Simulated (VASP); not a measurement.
# Rh (R-3m) in VASP: single point with PBE

Aim: the single point of Rh with PBE.

All numbers are computed with VASP 6.6.1; they aren't measurements. Logs are shortened: lines on timing, memory, paths and dates and some standing lists are left out, and cuts for length are marked.

## (1) The cell of the first run

Symmetry: R-3m, No. 166, trigonal system. The conventional cell has a = 2.662 Å, b = 2.662 Å, c = 6.719 Å, α = 90.00°, β = 90.00°, γ = 120.00°. Rh (site symmetry -3m) has 12 Rh at 2.66 to 2.72 Å within 3.5 Å.

## (2) Single point, PBE (equal xy, yz and zx shear strains of +2 %)

Contents of INCAR:

```
SYSTEM = Rh
PREC = Accurate
ENCUT = 520
EDIFF = 1E-7
ISMEAR = -1
SIGMA = 0.08
LREAL = .FALSE.
LASPH = .TRUE.
NELM = 60
ALGO = Normal
ISIF = 2
LWAVE = .FALSE.
LCHARG = .FALSE.
GGA = PE
NBANDS = 14
```

Contents of KPOINTS:

```
regular mesh
0
G
  16 16 16
  0 0 0
```

Contents of POSCAR:

```
Rh
1.0
    0.0380310000      1.9205655000      1.9205655000
    1.9205655000      0.0380310000      1.9205655000
    1.9205655000      1.9205655000      0.0380310000
Rh
1
Direct
    0.0000000000      0.0000000000      0.0000000000
```

Potentials or basis: VASP PAW PBE potentials, release 64 (Rh_pv).

Started as:

```console
> cat potpaw_PBE.64/Rh_pv/POTCAR > POTCAR
> mpirun -np 1 vasp_std > vasp.out
```

OUTCAR:

```text
SYSTEM = Rh
   PREC = Accurate
   ENCUT = 520
   EDIFF = 1E-7
   ISMEAR = -1
   LREAL = .FALSE.
   LASPH = .TRUE.
   NELM = 60
   ISIF = 2
   GGA = PE

 ion  position               nearest neighbor table
   1  0.000  0.000  0.000-

  LATTYP: Found a trigonal (rhomboedric) cell.
 ALAT       =     2.7163560217
 COS(alpha) =     0.5197000882

  Lattice vectors:

 A1 = (   0.0380310000,   1.9205655000,   1.9205655000)
 A2 = (   1.9205655000,   0.0380310000,   1.9205655000)
 A3 = (   1.9205655000,   1.9205655000,   0.0380310000)

Analysis of symmetry for initial positions (statically):
=====================================================================
 Subroutine PRICEL returns:
 Original cell was already a primitive cell.

 Routine SETGRP: Setting up the symmetry group for a
 trigonal (rhombohedral) supercell.

 Subroutine GETGRP returns: Found 12 space group operations
 (whereof 12 operations were pure point group operations)
 out of a pool of 12 trial point group operations.

The static configuration has the point symmetry D_3d.

Analysis of symmetry for dynamics (positions and initial velocities):
=====================================================================
 Subroutine PRICEL returns:
 Original cell was already a primitive cell.

 Routine SETGRP: Setting up the symmetry group for a
 trigonal (rhombohedral) supercell.

 Subroutine GETGRP returns: Found 12 space group operations
 (whereof 12 operations were pure point group operations)
 out of a pool of 12 trial point group operations.

The dynamic configuration has the point symmetry D_3d.

 Subroutine INISYM returns: Found 12 space group operations
 (whereof 12 operations are pure point group operations),
 and found     1 'primitive' translations

----------------------------------------------------------------------------------------

                                     Primitive cell

  volume of cell :      13.7475

  direct lattice vectors                    reciprocal lattice vectors
     0.038031000  1.920565500  1.920565500    -0.268203298  0.262995467  0.262995467
     1.920565500  0.038031000  1.920565500     0.262995467 -0.268203298  0.262995467
     1.920565500  1.920565500  0.038031000     0.262995467  0.262995467 -0.268203298

  length of vectors
     2.716356022  2.716356022  2.716356022     0.458547969  0.458547969  0.458547969

  position of ions in fractional coordinates (direct lattice)
     0.000000000  0.000000000  0.000000000

  ion indices of the primitive-cell ions
   primitive index   ion index
                 1           1

----------------------------------------------------------------------------------------

 KPOINTS: regular mesh

Automatic generation of k-mesh.
 Grid dimensions read from file:
 generate k-points for:   16   16   16

 Generating k-lattice:

  Cartesian coordinates                     Fractional coordinates (reciprocal lattice)
    -0.016762706  0.016437217  0.016437217     0.062500000  0.000000000  0.000000000
     0.016437217 -0.016762706  0.016437217     0.000000000  0.062500000  0.000000000
     0.016437217  0.016437217 -0.016762706     0.000000000  0.000000000  0.062500000

  Length of vectors
     0.028659248  0.028659248  0.028659248

  Shift w.r.t. Gamma in fractional coordinates (k-lattice)
     0.000000000  0.000000000  0.000000000

 Subroutine IBZKPT returns following result:
 ===========================================

 Found    417 irreducible k-points:

 Following reciprocal coordinates:
            Coordinates               Weight
  0.000000  0.000000  0.000000      1.000000
  0.062500  0.000000  0.000000      6.000000
  0.125000  0.000000  0.000000      6.000000
  0.187500  0.000000 -0.000000      6.000000
  0.250000  0.000000  0.000000      6.000000
  0.312500  0.000000  0.000000      6.000000
[... 16 lines left out ...]
 -0.125000  0.062500 -0.000000     12.000000
 -0.062500  0.062500  0.000000      6.000000
 [... further k-points ...]
   k-points           NKPTS =    417   k-points in BZ     NKDIM =    417   number of bands    NBANDS=     14
   number of dos      NEDOS =    301   number of ions     NIONS =      1
   total plane-waves  NPLWV =   8000
   dimension x,y,z NGX =    20 NGY =   20 NGZ =   20
   dimension x,y,z NGXF=    40 NGYF=   40 NGZF=   40
   ions per type =               1
   NGX,Y,Z   is equivalent  to a cutoff of  12.24, 12.24, 12.24 a.u.
   NGXF,Y,Z  is equivalent  to a cutoff of  24.48, 24.48, 24.48 a.u.
 SYSTEM =  Rh
   PREC   = accura    normal or accurate (medium, high low for compatibility)
   ISTART =      0    job   : 0-new  1-cont  2-samecut
   ICHARG =      2    charge: 1-file 2-atom 10-const
   ISPIN  =      1    spin polarized calculation?
   LNONCOLLINEAR =      F non collinear calculations
   LSORBIT =      F    spin-orbit coupling
   LASPH  =      T    aspherical Exc in radial PAW
   ENCUT  =  520.0 eV  38.22 Ry    6.18 a.u.   5.05  5.05  5.05*2*pi/ulx,y,z
   NELM   =     60;   NELMIN=  2; NELMDL= -5     # of ELM steps
   EDIFF  = 0.1E-06   stopping-criterion for ELM
   LREAL  =      F    real-space projection
   EDIFFG = 0.1E-05   stopping-criterion for IOM
   NSW    =      0    number of steps for IOM
   IBRION =     -1    ionic relax: 0-MD 1-quasi-New 2-CG
   NFREE  =      0    steps in history (QN), initial steepest desc. (CG)
   ISIF   =      2    stress and relaxation
   ISYM   =      2    0-nonsym 1-usesym 2-fastsym
   POTIM  = 0.5000    time-step for ionic-motion
   TEBEG  =    0.0;   TEEND  =   0.0 temperature during run
   PSTRESS=    0.0 pullay stress
   NELECT =      15.0000    total number of electrons
   NUPDOWN=      -1.0000    fix difference up-down
   EMIN   =  10.00;   EMAX   =-10.00  energy-range for DOS
   EFERMI =   0.00;   METHOD = LEGACY
   ISMEAR =    -1;   SIGMA  =   0.08  broadening in eV -4-tet -1-fermi 0-gaus
   EFERMI_NEDOS =   21; number of points for ismear=-14 and -15
   IALGO  =     38    algorithm
   IMIX   =      4    mixing-type and parameters
     AMIX     =   0.40;   BMIX     =  1.00
     AMIX_MAG =   1.60;   BMIX_MAG =  1.00
  volume/ion in A,a.u.               =      13.75        92.77
  Fermi-wavevector in a.u.,A,eV,Ry     =   1.685378  3.184903 38.647334  2.840499
  Thomas-Fermi vector in A             =   2.768232
   LORBIT       =      0    0 simple, 1 ext, 2 COOP (PROOUT), +10 PAW based schemes
   GGA     = PE    functional components
   LHFCALC =     F    Hartree Fock is set to
   AEXX    =    0.0000 exact exchange contribution
   IVDW    =     0    specifies the selected vdW correction
   LEPSILON=     F    determine dielectric tensor
   LRPA    =     F    only Hartree local field effects (RPA)
 non-spin polarized calculation
  energy-cutoff  :      520.00
  volume of cell :       13.75
 maximum number of plane-waves:       381
   NGX = 11   NGY = 11   NGZ = 11

 number of electron      15.0000005 magnetization

 Free energy of the ion-electron system (eV)
  ---------------------------------------------------
  ext. energy  EPLUGINS =         0.00000000
  ---------------------------------------------------
  free energy    TOTEN  =        -7.25727757 eV

  energy without entropy =       -7.22764706  energy(sigma->0) =       -7.24246232

 E-fermi :  11.8972     XC(G=0): -14.0308

 val. band max:       11.8936880186   @ k =  -0.3125   0.1250   0.0625
 cond. band min:      11.9015298467   @ k =  -0.4375   0.4375   0.0625
 fundamental gap:      0.0078418281
 Fermi energy:        11.8971735971

 k-point     1 :       0.0000    0.0000    0.0000
  band No.  band energies     occupation
      1     -34.4757      2.00000
      2     -34.4658      2.00000
      3     -34.4658      2.00000
      4       3.9473      2.00000
      5       8.5912      2.00000
      6       8.9353      2.00000
      7       8.9353      2.00000
      8      10.9319      1.99999
      9      10.9319      1.99999
     10      27.8855      0.00000
     11      32.4451      0.00000
     12      32.7533      0.00000
     13      33.6933      0.00000
     14      33.6933      0.00000

 k-point     2 :       0.0625    0.0000    0.0000
  band No.  band energies     occupation
      1     -34.4967      2.00000
      2     -34.4781      2.00000
      3     -34.4703      2.00000
      4       4.1074      2.00000
      5       8.6403      2.00000
      6       8.8729      2.00000
      7       9.0086      2.00000
      8      10.8903      1.99999
      9      10.8924      1.99999
     10      28.1232      0.00000
     11      32.4392      0.00000
     12      32.5640      0.00000
     13      33.2248      0.00000
     14      33.9150      0.00000

 k-point     3 :       0.1250    0.0000    0.0000
  band No.  band energies     occupation
      1     -34.5809      2.00000
      2     -34.4886      2.00000
      3     -34.4833      2.00000
      4       4.5605      2.00000
      5       8.6328      2.00000
      6       8.8568      2.00000
      7       9.1978      2.00000
      8      10.8053      2.00000
      9      10.8113      2.00000
     10      28.7394      0.00000
     11      30.9237      0.00000
     12      32.4459      0.00000
     13      33.8072      0.00000
     14      34.5505      0.00000
[... 324 lines left out ...]
 k-point    23 :      -0.1250    0.0625   -0.0000
  band No.  band energies     occupation
      1     -34.6360      2.00000
      2     -34.5112      2.00000
      3     -34.4864      2.00000
      4       4.8981      2.00000
      5       8.4979      2.00000
      6       8.9581      2.00000
      7       9.3580      2.00000
      8      10.5379      2.00000
      9      10.9905      1.99998
     10      29.1785      0.00000
     11      30.3069      0.00000
     12      32.4457      0.00000
     13      33.6007      0.00000
     14      35.1047      0.00000

 k-point    24 :      -0.0625    0.0625    0.0000
  band No.  band energies     occupation
      1     -34.5409      2.00000
      2     -34.4900      2.00000
      3     -34.4770      2.00000
      4       4.3694      2.00000
      5       8.7141      2.00000
      6       8.7652      2.00000
      7       9.1494      2.00000
      8      10.7212      2.00000
      9      10.9349      1.99999
     10      28.5079      0.00000
     11      31.8766      0.00000
     12      32.4477      0.00000
     13      33.1892      0.00000
     14      34.1915      0.00000

 [... further k-points ...]

------------------------ aborting loop because EDIFF is reached ----------------------------------------

  FORCE on cell =-STRESS in cart. coord.  units (eV):
  Direction    XX          YY          ZZ          XY          YZ          ZX
  --------------------------------------------------------------------------------------
  -------------------------------------------------------------------------------------
  Total        0.5532779      0.5532779      0.5532779     -0.3395242     -0.3395242     -0.3395242
  in kB       64.4807533     64.4807533     64.4807533    -39.5692259    -39.5692259    -39.5692259
  external PRESSURE =      64.4807533 kB  Pullay stress =       0.0000000 kB

 VOLUME and BASIS-vectors are now :
 -----------------------------------------------------------------------------
  energy-cutoff  :      520.00
  volume of cell :       13.75
      direct lattice vectors                 reciprocal lattice vectors
     0.038031000  1.920565500  1.920565500    -0.268203298  0.262995467  0.262995467
     1.920565500  0.038031000  1.920565500     0.262995467 -0.268203298  0.262995467
     1.920565500  1.920565500  0.038031000     0.262995467  0.262995467 -0.268203298

 POSITION                                       TOTAL-FORCE (eV/Angst)
 -----------------------------------------------------------------------------------
      0.00000      0.00000      0.00000         0.000000      0.000000      0.000000
 -----------------------------------------------------------------------------------
    total drift:                                0.000000      0.000000      0.000000

  FREE ENERGIE OF THE ION-ELECTRON SYSTEM (eV)
  ---------------------------------------------------
  free  energy   TOTEN  =        -7.2572775742 eV

  energy  without entropy=       -7.2276470621  energy(sigma->0) =       -7.24246232
```

Wall time 22 s (1 thread of Intel Xeon 6975P-C (Granite Rapids), shared host); peak memory 0.18 GiB.

Results:

```
Free energy            : -7.2573 eV
Pressure               : 6.4 GPa
Band gap on the k mesh : zero (an odd number of electrons rules out a gap without spin polarisation)
```

Levels at points of the mesh, in eV from the Fermi level:
```csv
k point,band 5,band 6,band 7,band 8,band 9,band 10
"(0.00, 0.00, 0.00)",-3.31,-2.96,-2.96,-0.97,-0.97,15.99
"(0.50, 0.00, 0.00)",-3.37,-2.94,0.48,0.72,0.85,8.81
"(0.50, 0.50, 0.00)",-5.94,0.53,1.00,1.02,3.28,12.29
"(0.50, 0.50, 0.50)",-3.10,-3.10,0.45,0.52,0.52,8.20
```

Caveat: the cell differs from its parent crystal (equal xy, yz and zx shear strains of +2 %); the cell stands under pressure.
